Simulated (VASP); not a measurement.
# RbGeN (P4/mmm) in VASP: relaxation of cell and atoms with PBE

Aim: the relaxation of cell and atoms of RbGeN with PBE.

Everything below comes from runs of VASP 6.6.1. Logs are shortened: lines on timing, memory, paths and dates and some standing lists are left out, and cuts for length are marked.

## (1) The cell of the first run

It takes space group P4/mmm (No. 123, tetragonal). The conventional cell has a = 4.913 Å, b = 4.913 Å, c = 3.860 Å, α = 90.00°, β = 90.00°, γ = 90.00°. Within 4.6 Å of Rb (site symmetry 4/mmm) lie 4 Ge at 3.47 Å and 2 Rb at 3.86 Å and 8 N at 3.97 Å. Ge (site symmetry 4/mmm) has 2 N at 1.93 Å within 2.6 Å. N (site symmetry 4/mmm) has 2 Ge at 1.93 Å within 2.6 Å.

The cell was built from a structure type or drawn by symmetry, and may not be a known phase.

## (2) Relaxation of cell and atoms, PBE

Input file INCAR:

```
SYSTEM = RbGeN
PREC = Accurate
ENCUT = 600
EDIFF = 1E-6
ISMEAR = 0
SIGMA = 0.1
LREAL = .FALSE.
LASPH = .TRUE.
NELM = 100
ALGO = Normal
ISIF = 3
LWAVE = .FALSE.
LCHARG = .FALSE.
GGA = PE
IBRION = 2
NSW = 100
EDIFFG = -0.01
```

Input file KPOINTS:

```
regular mesh
0
G
  10 10 12
  0 0 0
```

Input file POSCAR:

```
RbGeN
1.0
    4.9132930892      0.0000000000      0.0000000000
    0.0000000000      4.9132930892      0.0000000000
    0.0000000000      0.0000000000      3.8601410920
Rb Ge N
1 1 1
Direct
    0.5000000000      0.5000000000      0.5000000000
    0.0000000000      0.0000000000      0.5000000000
    0.0000000000      0.0000000000      0.0000000000
```

Potentials or basis: VASP PAW PBE potentials, release 64 (Rb_sv, Ge_d, N).

Run with:

```
$ cat potpaw_PBE.64/Rb_sv/POTCAR potpaw_PBE.64/Ge_d/POTCAR potpaw_PBE.64/N/POTCAR > POTCAR
$ mpirun -np 1 vasp_std > vasp.out
```

OUTCAR:

```text
SYSTEM = RbGeN
   PREC = Accurate
   ENCUT = 600
   EDIFF = 1E-6
   ISMEAR = 0
   LREAL = .FALSE.
   LASPH = .TRUE.
   NELM = 100
   ISIF = 3
   GGA = PE
   IBRION = 2
   NSW = 100
   EDIFFG = -0.01

 ion  position               nearest neighbor table
   1  0.500  0.500  0.500-   2 3.47   2 3.47   2 3.47   2 3.47
   2  0.000  0.000  0.500-   3 1.93   3 1.93   1 3.47   1 3.47   1 3.47   1 3.47
   3  0.000  0.000  0.000-   2 1.93   2 1.93

  LATTYP: Found a simple tetragonal cell.
 ALAT       =     4.9132930892
 C/A-ratio  =     0.7856525190

  Lattice vectors:

 A1 = (   4.9132930892,   0.0000000000,   0.0000000000)
 A2 = (   0.0000000000,   4.9132930892,   0.0000000000)
 A3 = (   0.0000000000,   0.0000000000,   3.8601410920)

Analysis of symmetry for initial positions (statically):
=====================================================================
 Subroutine PRICEL returns:
 Original cell was already a primitive cell.

 Routine SETGRP: Setting up the symmetry group for a
 simple tetragonal supercell.

 Subroutine GETGRP returns: Found 16 space group operations
 (whereof 16 operations were pure point group operations)
 out of a pool of 16 trial point group operations.

The static configuration has the point symmetry D_4h.

Analysis of symmetry for dynamics (positions and initial velocities):
=====================================================================
 Subroutine PRICEL returns:
 Original cell was already a primitive cell.

 Routine SETGRP: Setting up the symmetry group for a
 simple tetragonal supercell.

 Subroutine GETGRP returns: Found 16 space group operations
 (whereof 16 operations were pure point group operations)
 out of a pool of 16 trial point group operations.

The dynamic configuration has the point symmetry D_4h.

 Subroutine INISYM returns: Found 16 space group operations
 (whereof 16 operations are pure point group operations),
 and found     1 'primitive' translations

----------------------------------------------------------------------------------------

                                     Primitive cell

  volume of cell :      93.1855

  direct lattice vectors                    reciprocal lattice vectors
     4.913293089  0.000000000  0.000000000     0.203529483  0.000000000  0.000000000
     0.000000000  4.913293089  0.000000000     0.000000000  0.203529483  0.000000000
     0.000000000  0.000000000  3.860141092     0.000000000  0.000000000  0.259057888

  length of vectors
     4.913293089  4.913293089  3.860141092     0.203529483  0.203529483  0.259057888

  position of ions in fractional coordinates (direct lattice)
     0.500000000  0.500000000  0.500000000
     0.000000000  0.000000000  0.500000000
     0.000000000  0.000000000  0.000000000

  ion indices of the primitive-cell ions
   primitive index   ion index
                 1           1
                 2           2
                 3           3

----------------------------------------------------------------------------------------

 KPOINTS: regular mesh

Automatic generation of k-mesh.
 Grid dimensions read from file:
 generate k-points for:   10   10   12

 Generating k-lattice:

  Cartesian coordinates                     Fractional coordinates (reciprocal lattice)
     0.020352948  0.000000000  0.000000000     0.100000000  0.000000000  0.000000000
     0.000000000  0.020352948  0.000000000     0.000000000  0.100000000  0.000000000
     0.000000000  0.000000000  0.021588157     0.000000000  0.000000000  0.083333333

  Length of vectors
     0.020352948  0.020352948  0.021588157

  Shift w.r.t. Gamma in fractional coordinates (k-lattice)
     0.000000000  0.000000000  0.000000000

 Subroutine IBZKPT returns following result:
 ===========================================

 Found    147 irreducible k-points:

 Following reciprocal coordinates:
            Coordinates               Weight
  0.000000  0.000000  0.000000      1.000000
  0.100000  0.000000  0.000000      4.000000
  0.200000  0.000000  0.000000      4.000000
  0.300000  0.000000  0.000000      4.000000
  0.400000  0.000000  0.000000      4.000000
  0.500000  0.000000  0.000000      2.000000
[... 16 lines left out ...]
  0.100000  0.000000  0.083333      8.000000
  0.200000  0.000000  0.083333      8.000000
 [... further k-points ...]
   k-points           NKPTS =    147   k-points in BZ     NKDIM =    147   number of bands    NBANDS=     18
   number of dos      NEDOS =    301   number of ions     NIONS =      3
   total plane-waves  NPLWV =  51200
   dimension x,y,z NGX =    40 NGY =   40 NGZ =   32
   dimension x,y,z NGXF=    80 NGYF=   80 NGZF=   64
   ions per type =               1   1   1
   NGX,Y,Z   is equivalent  to a cutoff of  13.53, 13.53, 13.78 a.u.
   NGXF,Y,Z  is equivalent  to a cutoff of  27.07, 27.07, 27.56 a.u.
 SYSTEM =  RbGeN
   PREC   = accura    normal or accurate (medium, high low for compatibility)
   ISTART =      0    job   : 0-new  1-cont  2-samecut
   ICHARG =      2    charge: 1-file 2-atom 10-const
   ISPIN  =      1    spin polarized calculation?
   LNONCOLLINEAR =      F non collinear calculations
   LSORBIT =      F    spin-orbit coupling
   LASPH  =      T    aspherical Exc in radial PAW
   ENCUT  =  600.0 eV  44.10 Ry    6.64 a.u.   9.81  9.81  7.71*2*pi/ulx,y,z
   NELM   =    100;   NELMIN=  2; NELMDL= -5     # of ELM steps
   EDIFF  = 0.1E-05   stopping-criterion for ELM
   LREAL  =      F    real-space projection
   EDIFFG = -.1E-01   stopping-criterion for IOM
   NSW    =    100    number of steps for IOM
   IBRION =      2    ionic relax: 0-MD 1-quasi-New 2-CG
   NFREE  =      1    steps in history (QN), initial steepest desc. (CG)
   ISIF   =      3    stress and relaxation
   ISYM   =      2    0-nonsym 1-usesym 2-fastsym
   POTIM  = 0.5000    time-step for ionic-motion
   TEBEG  =    0.0;   TEEND  =   0.0 temperature during run
   PSTRESS=    0.0 pullay stress
   NELECT =      28.0000    total number of electrons
   NUPDOWN=      -1.0000    fix difference up-down
   EMIN   =  10.00;   EMAX   =-10.00  energy-range for DOS
   EFERMI =   0.00;   METHOD = LEGACY
   ISMEAR =     0;   SIGMA  =   0.10  broadening in eV -4-tet -1-fermi 0-gaus
   EFERMI_NEDOS =   21; number of points for ismear=-14 and -15
   IALGO  =     38    algorithm
   IMIX   =      4    mixing-type and parameters
     AMIX     =   0.40;   BMIX     =  1.00
     AMIX_MAG =   1.60;   BMIX_MAG =  1.00
  volume/ion in A,a.u.               =      31.06       209.62
  Fermi-wavevector in a.u.,A,eV,Ry     =   1.096507  2.072097 16.358655  1.202327
  Thomas-Fermi vector in A             =   2.232850
   LORBIT       =      0    0 simple, 1 ext, 2 COOP (PROOUT), +10 PAW based schemes
   GGA     = PE    functional components
   LHFCALC =     F    Hartree Fock is set to
   AEXX    =    0.0000 exact exchange contribution
   IVDW    =     0    specifies the selected vdW correction
   LEPSILON=     F    determine dielectric tensor
   LRPA    =     F    only Hartree local field effects (RPA)
 conjugate gradient relaxation of ions
 non-spin polarized calculation
 Gauss-broadening in eV      SIGMA  =   0.10
  energy-cutoff  :      600.00
  volume of cell :       93.19
 maximum number of plane-waves:      3140
 NGX is ok and might be reduce to    40
   NGX = 19   NGY = 19   NGZ = 15

--------------------------------------- Ionic step        1  -------------------------------------------

 number of electron      28.0000012 magnetization

 Free energy of the ion-electron system (eV)
  ---------------------------------------------------
  ext. energy  EPLUGINS =         0.00000000
  ---------------------------------------------------
  free energy    TOTEN  =       -12.09027184 eV

  energy without entropy =      -12.08353307  energy(sigma->0) =      -12.08690245

------------------------ aborting loop because EDIFF is reached ----------------------------------------

  FORCE on cell =-STRESS in cart. coord.  units (eV):
  Direction    XX          YY          ZZ          XY          YZ          ZX
  --------------------------------------------------------------------------------------
  -------------------------------------------------------------------------------------
  Total       -0.0719842     -0.0719842     -1.8234913      0.0000000      0.0000000      0.0000000
  in kB       -1.2376538     -1.2376538    -31.3520363      0.0000000      0.0000000      0.0000000
  external PRESSURE =     -11.2757813 kB  Pullay stress =       0.0000000 kB
[... 92 lines left out ...]
  FREE ENERGIE OF THE ION-ELECTRON SYSTEM (eV)
  ---------------------------------------------------
  free  energy   TOTEN  =       -12.1055252436 eV

  energy  without entropy=      -12.0984117270  energy(sigma->0) =      -12.10196849

[... ionic steps 4 to 12 ...]

--------------------------------------- Ionic step       13  -------------------------------------------

 number of electron      28.0000010 magnetization

------------------------ aborting loop because EDIFF is reached ----------------------------------------

  FORCE on cell =-STRESS in cart. coord.  units (eV):
  Direction    XX          YY          ZZ          XY          YZ          ZX
  --------------------------------------------------------------------------------------
  -------------------------------------------------------------------------------------
  Total       -0.0106035     -0.0106035     -0.0546076      0.0000000      0.0000000      0.0000000
  in kB       -0.1861704     -0.1861704     -0.9587745      0.0000000      0.0000000      0.0000000
  external PRESSURE =      -0.4437051 kB  Pullay stress =       0.0000000 kB
[... 59 lines left out ...]
  energy  without entropy=      -12.0986377739  energy(sigma->0) =      -12.10217241

--------------------------------------- Ionic step       15  -------------------------------------------

 number of electron      28.0000010 magnetization

 Free energy of the ion-electron system (eV)
  ---------------------------------------------------
  ext. energy  EPLUGINS =         0.00000000
  ---------------------------------------------------
  free energy    TOTEN  =       -12.10571911 eV

  energy without entropy =      -12.09864444  energy(sigma->0) =      -12.10218178

 E-fermi :   1.9459     XC(G=0):  -7.6928

 val. band max:        1.9365906202   @ k =   0.4000   0.2000   0.3333
 cond. band min:       1.9510670308   @ k =   0.5000   0.3000   0.4167
 fundamental gap:      0.0144764106
 Fermi energy:         1.9458901436

 k-point     1 :       0.0000    0.0000    0.0000
  band No.  band energies     occupation
      1     -26.5440      2.00000
      2     -22.9463      2.00000
      3     -22.8898      2.00000
      4     -22.8848      2.00000
      5     -22.7899      2.00000
      6     -22.7899      2.00000
[... 10 lines left out ...]
     17       5.0956      0.00000
     18       5.0956      0.00000
[... 466 lines left out ...]
      2     -22.9426      2.00000
      3     -22.8898      2.00000
      4     -22.8847      2.00000
      5     -22.7905      2.00000
      6     -22.7905      2.00000
[... 10 lines left out ...]
     17       4.5971      0.00000
     18       5.0434      0.00000

 [... further k-points ...]

------------------------ aborting loop because EDIFF is reached ----------------------------------------

  FORCE on cell =-STRESS in cart. coord.  units (eV):
  Direction    XX          YY          ZZ          XY          YZ          ZX
  --------------------------------------------------------------------------------------
  -------------------------------------------------------------------------------------
  Total        0.0136223      0.0136223      0.0077492      0.0000000      0.0000000      0.0000000
  in kB        0.2392968      0.2392968      0.1361274      0.0000000      0.0000000      0.0000000
  external PRESSURE =       0.2049070 kB  Pullay stress =       0.0000000 kB
[... 18 lines left out ...]
  FREE ENERGIE OF THE ION-ELECTRON SYSTEM (eV)
  ---------------------------------------------------
  free  energy   TOTEN  =       -12.1057191086 eV

  energy  without entropy=      -12.0986444437  energy(sigma->0) =      -12.10218178

 reached required accuracy - stopping structural energy minimisation
```

Run time: 21 min. Hardware: 1 thread of Intel Xeon Platinum 8259CL at 2.50GHz (Skylake/Cascade Lake), shared host; peak memory 0.49 GiB.

What came out:

```
Free energy                           : -12.1057 eV
Relaxed volume                        : 30.40 Å³/atom
Relaxed cell                          : a = 4.900 Å, b = 4.900 Å, c = 3.798 Å, α = 90.00°, β = 90.00°, γ = 90.00°
Space group after relaxing (to 0.1 Å) : P4/mmm (No. 123)
Energy gained by relaxing             : 5.1 meV/atom
Ionic steps                           : 15
Pressure after relaxing               : 0.0 GPa
Band gap on the k mesh                : zero (bands 14 and 15 overlap by 0.83 eV)
```

Step by step:
| step | energy change (eV) | largest force (eV/Å) | pressure (GPa) | volume (Å³) |
| --- | --- | --- | --- | --- |
| 1 | 0.0000 | 0.0000 | -1.13 | 93.19 |
| 2 | -0.0045 | 0.0000 | 0.88 | 90.24 |
| 3 | -0.0153 | 0.0000 | -0.09 | 91.56 |
| 4 | -0.0153 | 0.0000 | -0.04 | 91.53 |
| 5 | -0.0153 | 0.0000 | -0.10 | 91.44 |
| 6 | -0.0154 | 0.0000 | -0.13 | 91.34 |
| 7 | -0.0154 | 0.0000 | -0.13 | 91.37 |
| 8 | -0.0154 | 0.0000 | -0.02 | 91.30 |
| 9 | -0.0154 | 0.0000 | -0.08 | 91.30 |
| 10 | -0.0154 | 0.0000 | -0.12 | 91.30 |
| 11 | -0.0154 | 0.0000 | 0.00 | 91.26 |
| 12 | -0.0154 | 0.0000 | -0.07 | 91.26 |
| 13 | -0.0154 | 0.0000 | -0.04 | 91.25 |
| 14 | -0.0154 | 0.0000 | -0.03 | 91.24 |
| 15 | -0.0154 | 0.0000 | 0.02 | 91.21 |

Final structure:
```cif
data_structure
_symmetry_space_group_name_H-M 'P 1'
_symmetry_Int_Tables_number 1
_cell_length_a 4.9002
_cell_length_b 4.9002
_cell_length_c 3.7983
_cell_angle_alpha 90.000
_cell_angle_beta 90.000
_cell_angle_gamma 90.000
_cell_volume 91.21
loop_
_atom_site_label
_atom_site_type_symbol
_atom_site_fract_x
_atom_site_fract_y
_atom_site_fract_z
_atom_site_occupancy
Rb1 Rb 0.50000 0.50000 0.50000 1
Ge1 Ge 0.00000 0.00000 0.50000 1
N1 N 0.00000 0.00000 0.00000 1
```
